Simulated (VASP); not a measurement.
Wanted: the native input for a VASP 6.6.1 run.

- Task: relaxation of cell and atoms
- Functional: LDA
- Potentials or basis: VASP PAW LDA potentials, release 64 (Ge_d)
- Cutoff: 600 eV
- k mesh: 16 × 16 × 16
- Occupations: fermi-dirac, width 0.05 eV
- Spin: no spin polarisation
- Target pressure: 25 GPa
- Dipole correction: no
- Further INCAR settings: ALGO = Normal; EDIFF = 1e-06; IBRION = 2; EDIFFG = -0.005; NSW = 60; ISIF = 3

The structure of Ge lies in POSCAR:

```
Ge
1.0
   -2.3845354620      2.3845354620      1.3114945041
    2.3845354620     -2.3845354620      1.3114945041
    2.3845354620      2.3845354620     -1.3114945041
Ge
2
Direct
   -0.3750000000     -0.1250000000     -0.2500000000
    0.3750000000      0.1250000000      0.2500000000
```

These files were run (other wordings do the same):

INCAR

```
SYSTEM = Ge
PREC = Accurate
ENCUT = 600
EDIFF = 1E-6
ISMEAR = -1
SIGMA = 0.05
LREAL = .FALSE.
LASPH = .TRUE.
NELM = 60
ALGO = Normal
ISIF = 3
LWAVE = .FALSE.
LCHARG = .FALSE.
GGA = CA
IBRION = 2
NSW = 60
EDIFFG = -0.005
PSTRESS = 250.0
```

KPOINTS

```
regular mesh
0
G
  16 16 16
  0 0 0
```

Potentials or basis: VASP PAW LDA potentials, release 64 (Ge_d).

Command:

```bash
$ cat potpaw_LDA.64/Ge_d/POTCAR > POTCAR
$ mpirun -np 1 vasp_std > vasp.out
```

It gave:

```json
{
  "Relaxed volume": "14.82 Å³/atom",
  "Relaxed cell": "a = 3.623 Å, b = 3.623 Å, c = 3.623 Å, α = 97.33°, β = 97.33°, γ = 138.15°",
  "Space group after relaxing (to 0.1 Å)": "I4_1/amd (No. 141)",
  "Energy change on relaxing (the run minimises the enthalpy)": "+13.9 meV/atom",
  "Ionic steps": "13",
  "Pressure after relaxing": "25.0 GPa",
  "Band gap on the k mesh": "zero (bands 14 and 15 overlap by 6.74 eV)"
}
```

Caveat: the cell is relaxed towards a set pressure, so the run minimises the enthalpy, not the energy.

Wall time 12 min on 1 thread of AMD EPYC 9R45 96-Core Processor (Zen 5), on a shared host, peak memory 0.28 GiB.
